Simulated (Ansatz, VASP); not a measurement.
Ag in VASP and in Ansatz

```
CELL_PARAMETERS angstrom
0.00000 2.10620 2.10620
2.10620 0.00000 2.10620
2.10620 2.10620 0.00000
ATOMIC_POSITIONS crystal
Ag 0.00000 0.00000 0.00000
```

Alike in both runs: task single point; functional RPBE; k mesh 21 × 21 × 21; occupations fermi-dirac, width 0.1 eV; no spin polarisation.

|  | VASP | Ansatz |
| --- | --- | --- |
| version | VASP 6.6.1 | Ansatz 0.2.0 |
| potentials or method | VASP PAW PBE potentials, release 64 (Ag), cutoff 520 eV | plane waves (420 eV) with PAW, scalar-relativistic |
| valence electrons in the cell | 11 | 19 |

|  | VASP | Ansatz | Ansatz less VASP |
| --- | --- | --- | --- |
| pressure (GPa) | 0.0 | 0.0 | +0.05 |

VASP's potentials were made for PBE, not for RPBE. VASP's potentials hold 11 valence electrons a cell and Ansatz's 19, so a difference there can come from the potentials and not from the codes.
